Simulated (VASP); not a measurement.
# WC (I4/mmm) in VASP: a series of runs

Runs on WC. Level: r2SCAN. Tasks: single point.

All numbers are computed with VASP 6.6.1; they aren't measurements. Logs are shortened: lines on timing, memory, paths and dates and some standing lists are left out, and cuts for length are marked.

**1. The cell of the first run**

It takes space group I4/mmm (No. 139, tetragonal). Conventional cell: a = 2.946 Å, b = 2.946 Å, c = 4.495 Å, α = 90.00°, β = 90.00°, γ = 90.00°. W (site symmetry 4/mmm) has 6 C at 2.08 to 2.25 Å within 2.8 Å. C (site symmetry 4/mmm) has 6 W at 2.08 to 2.25 Å within 2.8 Å.

**2. Single point, r2SCAN (strain -0.050 along x and y, +0.025 along z)**

POSCAR reads:

```
WC
1.0
    0.0000000000      2.0830498000      2.2475011000
    2.0830498000      0.0000000000      2.2475011000
    2.0830498000      2.0830498000      0.0000000000
W C
1 1
Direct
    0.0000000000      0.0000000000      0.0000000000
    0.5000000000      0.5000000000      0.5000000000
```

INCAR.step1 reads:

```
ALGO = Normal ; EDIFF = 1E-4
ENCUT = 520 ; GGA = PE
ISMEAR = 0 ; LASPH = T
LCHARG = F ; LREAL = F
LWAVE = T ; NBANDS = 16
NELM = 60 ; PREC = Accurate
SIGMA = 0.15
```

INCAR.step2 reads:

```
ALGO = Normal ; EDIFF = 1E-6
ENCUT = 520 ; ISIF = 2
ISMEAR = 0 ; ISTART = 1
LASPH = T ; LCHARG = F
LMIXTAU = T ; LREAL = F
LWAVE = F ; METAGGA = R2SCAN
NBANDS = 16 ; NELM = 60
PREC = Accurate ; SIGMA = 0.15
```

KPOINTS reads:

```
k-points
0
Gamma
  18 18 18
```

Potentials or basis: VASP PAW PBE potentials, release 64 (W_sv, C).

The run is started by

```console
cat potpaw_PBE.64/W_sv/POTCAR potpaw_PBE.64/C/POTCAR > POTCAR
cp INCAR.step1 INCAR
mpirun -np 1 vasp_std > vasp.out
cp INCAR.step2 INCAR
mpirun -np 1 vasp_std > vasp.out
```

OUTCAR:

```text
EDIFF = 1E-6
   ENCUT = 520
   ISIF = 2
   ISMEAR = 0
   ISTART = 1
   LASPH = T
   LREAL = F
   METAGGA = R2SCAN
   NELM = 60
   PREC = Accurate

 ion  position               nearest neighbor table
   1  0.000  0.000  0.000-   2 2.08   2 2.08   2 2.08   2 2.08   2 2.25   2 2.25
   2  0.500  0.500  0.500-   1 2.08   1 2.08   1 2.08   1 2.08   1 2.25   1 2.25

  LATTYP: Found a body centered tetragonal cell.
 ALAT       =     2.9458772783
 C/A-ratio  =     1.5258620015

  Lattice vectors:

 A1 = (  -2.0830498000,   0.0000000000,   2.2475011000)
 A2 = (   2.0830498000,   0.0000000000,   2.2475011000)
 A3 = (   0.0000000000,   2.0830498000,  -2.2475011000)

Analysis of symmetry for initial positions (statically):
=====================================================================
 Subroutine PRICEL returns:
 Original cell was already a primitive cell.

 Routine SETGRP: Setting up the symmetry group for a
 body centered tetragonal supercell.

 Subroutine GETGRP returns: Found 16 space group operations
 (whereof 16 operations were pure point group operations)
 out of a pool of 16 trial point group operations.

The static configuration has the point symmetry D_4h.

Analysis of symmetry for dynamics (positions and initial velocities):
=====================================================================
 Subroutine PRICEL returns:
 Original cell was already a primitive cell.

 Routine SETGRP: Setting up the symmetry group for a
 body centered tetragonal supercell.

 Subroutine GETGRP returns: Found 16 space group operations
 (whereof 16 operations were pure point group operations)
 out of a pool of 16 trial point group operations.

The dynamic configuration has the point symmetry D_4h.

 Subroutine INISYM returns: Found 16 space group operations
 (whereof 16 operations are pure point group operations),
 and found     1 'primitive' translations

----------------------------------------------------------------------------------------

                                     Primitive cell

  volume of cell :      19.5042

  direct lattice vectors                    reciprocal lattice vectors
     0.000000000  2.083049800  2.247501100    -0.240032667  0.240032667  0.222469302
     2.083049800  0.000000000  2.247501100     0.240032667 -0.240032667  0.222469302
     2.083049800  2.083049800  0.000000000     0.240032667  0.240032667 -0.222469302

  length of vectors
     3.064369048  3.064369048  2.945877278     0.405861988  0.405861988  0.405861988

  position of ions in fractional coordinates (direct lattice)
     0.000000000  0.000000000  0.000000000
     0.500000000  0.500000000  0.500000000

  ion indices of the primitive-cell ions
   primitive index   ion index
                 1           1
                 2           2

----------------------------------------------------------------------------------------

 KPOINTS: k-points

Automatic generation of k-mesh.
 Grid dimensions read from file:
 generate k-points for:   18   18   18

 Generating k-lattice:

  Cartesian coordinates                     Fractional coordinates (reciprocal lattice)
    -0.013335148  0.013335148  0.012359406     0.055555556  0.000000000  0.000000000
     0.013335148 -0.013335148  0.012359406     0.000000000  0.055555556  0.000000000
     0.013335148  0.013335148 -0.012359406     0.000000000  0.000000000  0.055555556

  Length of vectors
     0.022547888  0.022547888  0.022547888

  Shift w.r.t. Gamma in fractional coordinates (k-lattice)
     0.000000000  0.000000000  0.000000000

 Subroutine IBZKPT returns following result:
 ===========================================

 Found    480 irreducible k-points:

 Following reciprocal coordinates:
            Coordinates               Weight
  0.000000  0.000000  0.000000      1.000000
  0.055556 -0.000000  0.000000      8.000000
  0.111111 -0.000000  0.000000      8.000000
  0.166667 -0.000000  0.000000      8.000000
  0.222222 -0.000000  0.000000      8.000000
  0.277778 -0.000000  0.000000      8.000000
[... 16 lines left out ...]
 -0.277778  0.055556  0.000000      8.000000
 -0.222222  0.055556  0.000000      8.000000
 [... further k-points ...]
   k-points           NKPTS =    480   k-points in BZ     NKDIM =    480   number of bands    NBANDS=     16
   number of dos      NEDOS =    301   number of ions     NIONS =      2
   total plane-waves  NPLWV =  13824
   dimension x,y,z NGX =    24 NGY =   24 NGZ =   24
   dimension x,y,z NGXF=    48 NGYF=   48 NGZF=   48
   ions per type =               1   1
   NGX,Y,Z   is equivalent  to a cutoff of  13.02, 13.02, 13.54 a.u.
   NGXF,Y,Z  is equivalent  to a cutoff of  26.04, 26.04, 27.09 a.u.
 SYSTEM =  unknown system
   PREC   = accura    normal or accurate (medium, high low for compatibility)
   ISTART =      1    job   : 0-new  1-cont  2-samecut
   ICHARG =      0    charge: 1-file 2-atom 10-const
   ISPIN  =      1    spin polarized calculation?
   LNONCOLLINEAR =      F non collinear calculations
   LSORBIT =      F    spin-orbit coupling
   LASPH  =      T    aspherical Exc in radial PAW
   ENCUT  =  520.0 eV  38.22 Ry    6.18 a.u.   5.70  5.70  5.48*2*pi/ulx,y,z
   NELM   =     60;   NELMIN=  2; NELMDL=  0     # of ELM steps
   EDIFF  = 0.1E-05   stopping-criterion for ELM
   LREAL  =      F    real-space projection
   EDIFFG = 0.1E-04   stopping-criterion for IOM
   NSW    =      0    number of steps for IOM
   IBRION =     -1    ionic relax: 0-MD 1-quasi-New 2-CG
   NFREE  =      0    steps in history (QN), initial steepest desc. (CG)
   ISIF   =      2    stress and relaxation
   ISYM   =      2    0-nonsym 1-usesym 2-fastsym
   POTIM  = 0.5000    time-step for ionic-motion
   TEBEG  =    0.0;   TEEND  =   0.0 temperature during run
   PSTRESS=    0.0 pullay stress
   NELECT =      18.0000    total number of electrons
   NUPDOWN=      -1.0000    fix difference up-down
   EMIN   =  10.00;   EMAX   =-10.00  energy-range for DOS
   EFERMI =   0.00;   METHOD = LEGACY
   ISMEAR =     0;   SIGMA  =   0.15  broadening in eV -4-tet -1-fermi 0-gaus
   EFERMI_NEDOS =   21; number of points for ismear=-14 and -15
   IALGO  =     38    algorithm
   IMIX   =      4    mixing-type and parameters
     AMIX     =   0.40;   BMIX     =  1.00
     AMIX_MAG =   1.60;   BMIX_MAG =  1.00
  volume/ion in A,a.u.               =       9.75        65.81
  Fermi-wavevector in a.u.,A,eV,Ry     =   1.593881  3.011999 34.565016  2.540457
  Thomas-Fermi vector in A             =   2.692042
   LORBIT       =      0    0 simple, 1 ext, 2 COOP (PROOUT), +10 PAW based schemes
   METAGGA = R2SCAN    functional components
   LHFCALC =     F    Hartree Fock is set to
   AEXX    =    0.0000 exact exchange contribution
   IVDW    =     0    specifies the selected vdW correction
   LEPSILON=     F    determine dielectric tensor
   LRPA    =     F    only Hartree local field effects (RPA)
 non-spin polarized calculation
 Gauss-broadening in eV      SIGMA  =   0.15
  energy-cutoff  :      520.00
  volume of cell :       19.50
 maximum number of plane-waves:       549
   NGX = 11   NGY = 11   NGZ = 11

 number of electron      18.0000001 magnetization

 Free energy of the ion-electron system (eV)
  ---------------------------------------------------
  ext. energy  EPLUGINS =         0.00000000
  ---------------------------------------------------
  free energy    TOTEN  =       -60.33586035 eV

  energy without entropy =      -60.32565929  energy(sigma->0) =      -60.33075982

 E-fermi :  13.6200     XC(G=0): -15.3526

 val. band max:       13.6118826942   @ k =  -0.4444   0.2778   0.2222
 cond. band min:      13.6354660191   @ k =  -0.3333   0.1667   0.0556
 fundamental gap:      0.0235833249
 Fermi energy:        13.6199618756

 k-point     1 :       0.0000    0.0000    0.0000
  band No.  band energies     occupation
      1     -63.7547      2.00000
      2     -27.0869      2.00000
      3     -27.0849      2.00000
      4     -27.0849      2.00000
      5      -3.8107      2.00000
      6       9.7898      2.00000
[... 8 lines left out ...]
     15      24.1544      0.00000
     16      38.3044      0.00000

 k-point     2 :       0.0556   -0.0000    0.0000
  band No.  band energies     occupation
      1     -63.7528      2.00000
      2     -27.1127      2.00000
      3     -27.0905      2.00000
      4     -27.0859      2.00000
      5      -3.7096      2.00000
      6       9.6675      2.00000
[... 8 lines left out ...]
     15      24.3875      0.00000
     16      37.2271      0.00000

 k-point     3 :       0.1111   -0.0000    0.0000
  band No.  band energies     occupation
      1     -63.7474      2.00000
      2     -27.1908      2.00000
      3     -27.1022      2.00000
      4     -27.0890      2.00000
      5      -3.4128      2.00000
      6       9.1368      2.00000
[... 8 lines left out ...]
     15      25.0404      0.00000
     16      35.3284      0.00000

 k-point     4 :       0.1667   -0.0000    0.0000
  band No.  band energies     occupation
      1     -63.7391      2.00000
      2     -27.3087      2.00000
      3     -27.1200      2.00000
      4     -27.0937      2.00000
      5      -2.9384      2.00000
      6       8.1947      2.00000
[... 8 lines left out ...]
     15      25.9559      0.00000
     16      33.5089      0.00000

 k-point     5 :       0.2222   -0.0000    0.0000
  band No.  band energies     occupation
      1     -63.7289      2.00000
      2     -27.4505      2.00000
      3     -27.1417      2.00000
      4     -27.0995      2.00000
      5      -2.3141      2.00000
      6       7.1521      2.00000
[... 8 lines left out ...]
     15      26.8408      0.00000
     16      32.2482      0.00000

 k-point     6 :       0.2778   -0.0000    0.0000
  band No.  band energies     occupation
      1     -63.7181      2.00000
      2     -27.5981      2.00000
      3     -27.1647      2.00000
      4     -27.1055      2.00000
      5      -1.5734      2.00000
      6       6.1127      2.00000
[... 8 lines left out ...]
     15      27.5226      0.00000
     16      31.1357      0.00000

 k-point     7 :       0.3333   -0.0000    0.0000
  band No.  band energies     occupation
      1     -63.7079      2.00000
      2     -27.7339      2.00000
      3     -27.1863      2.00000
      4     -27.1112      2.00000
      5      -0.7530      2.00000
      6       5.0988      2.00000
[... 8 lines left out ...]
     15      28.1167      0.00000
     16      29.5774      0.00000

 k-point     8 :       0.3889   -0.0000    0.0000
  band No.  band energies     occupation
      1     -63.6995      2.00000
      2     -27.8427      2.00000
      3     -27.2038      2.00000
      4     -27.1158      2.00000
      5       0.1085      2.00000
      6       4.1251      2.00000
[... 8 lines left out ...]
     15      27.4717      0.00000
     16      28.5082      0.00000

 k-point     9 :       0.4444   -0.0000    0.0000
  band No.  band energies     occupation
      1     -63.6941      2.00000
      2     -27.9129      2.00000
      3     -27.2151      2.00000
      4     -27.1187      2.00000
      5       0.9499      2.00000
      6       3.2280      2.00000
[... 8 lines left out ...]
     15      26.3789      0.00000
     16      27.4681      0.00000
[... 172 lines left out ...]
 k-point    19 :       0.5000    0.0556    0.0000
  band No.  band energies     occupation
      1     -63.6921      2.00000
      2     -27.9223      2.00000
      3     -27.2335      2.00000
      4     -27.1257      2.00000
      5       1.2486      2.00000
      6       2.9190      2.00000
[... 8 lines left out ...]
     15      26.2410      0.00000
     16      27.3635      0.00000

 k-point    20 :      -0.4444    0.0556    0.0000
  band No.  band energies     occupation
      1     -63.6922      2.00000
      2     -27.9225      2.00000
      3     -27.2347      2.00000
      4     -27.1199      2.00000
      5       1.2345      2.00000
      6       2.9545      2.00000
[... 8 lines left out ...]
     15      26.1994      0.00000
     16      27.4399      0.00000

 k-point    21 :      -0.3889    0.0556    0.0000
  band No.  band energies     occupation
      1     -63.6960      2.00000
      2     -27.8763      2.00000
      3     -27.2276      2.00000
      4     -27.1123      2.00000
      5       0.5199      2.00000
      6       3.7191      2.00000
[... 8 lines left out ...]
     15      26.8030      0.00000
     16      28.3343      0.00000

 k-point    22 :      -0.3333    0.0556    0.0000
  band No.  band energies     occupation
      1     -63.7030      2.00000
      2     -27.7885      2.00000
      3     -27.2127      2.00000
      4     -27.1041      2.00000
      5      -0.3186      2.00000
      6       4.6529      2.00000
[... 8 lines left out ...]
     15      27.7141      0.00000
     16      29.2834      0.00000

 k-point    23 :      -0.2778    0.0556    0.0000
  band No.  band energies     occupation
      1     -63.7123      2.00000
      2     -27.6683      2.00000
      3     -27.1920      2.00000
      4     -27.0960      2.00000
      5      -1.1497      2.00000
      6       5.6475      2.00000
[... 8 lines left out ...]
     15      27.7216      0.00000
     16      30.1278      0.00000

 k-point    24 :      -0.2222    0.0556    0.0000
  band No.  band energies     occupation
      1     -63.7229      2.00000
      2     -27.5290      2.00000
      3     -27.1677      2.00000
      4     -27.0891      2.00000
      5      -1.9229      2.00000
      6       6.6733      2.00000
[... 8 lines left out ...]
     15      27.1630      0.00000
     16      31.8929      0.00000

 [... further k-points ...]

------------------------ aborting loop because EDIFF is reached ----------------------------------------

  FORCE on cell =-STRESS in cart. coord.  units (eV):
  Direction    XX          YY          ZZ          XY          YZ          ZX
  --------------------------------------------------------------------------------------
  -------------------------------------------------------------------------------------
  Total        6.4878056      6.4878056      0.0019942      0.0000000      0.0000000      0.0000000
  in kB      532.9410773    532.9410773      0.1638119      0.0000000      0.0000000      0.0000000
  external PRESSURE =     355.3486555 kB  Pullay stress =       0.0000000 kB

 VOLUME and BASIS-vectors are now :
 -----------------------------------------------------------------------------
  energy-cutoff  :      520.00
  volume of cell :       19.50
      direct lattice vectors                 reciprocal lattice vectors
     0.000000000  2.083049800  2.247501100    -0.240032667  0.240032667  0.222469302
     2.083049800  0.000000000  2.247501100     0.240032667 -0.240032667  0.222469302
     2.083049800  2.083049800  0.000000000     0.240032667  0.240032667 -0.222469302

 POSITION                                       TOTAL-FORCE (eV/Angst)
 -----------------------------------------------------------------------------------
      0.00000      0.00000      0.00000        -0.000000     -0.000000     -0.000000
      2.08305      2.08305      2.24750         0.000000      0.000000      0.000000
 -----------------------------------------------------------------------------------
    total drift:                                0.000000     -0.000000     -0.000000

  FREE ENERGIE OF THE ION-ELECTRON SYSTEM (eV)
  ---------------------------------------------------
  free  energy   TOTEN  =       -60.3358603525 eV

  energy  without entropy=      -60.3256592860  energy(sigma->0) =      -60.33075982
```

Run time: 4.3 min. Hardware: 1 thread of Intel Xeon 6975P-C (Granite Rapids), shared host; peak memory 0.26 GiB.

Results:

| Property | Result |
| --- | --- |
| Free energy | -60.3359 eV |
| Pressure | 35.5 GPa |
| Band gap on the k mesh | zero (bands 9 and 10 overlap by 3.28 eV) |

Caveat: the cell differs from its parent crystal (strain -0.050 along x and y, +0.025 along z); the stress differs along the axes, from 0 to 53 GPa; the PAW data sets were made with another functional, which shifts forces and pressure a little; spin-orbit coupling is left out, which moves the levels of the heavy elements.

(Part 1 of 2 ends here.)

The gap in the log of VASP goes by the Fermi energy; the results here count the filled bands.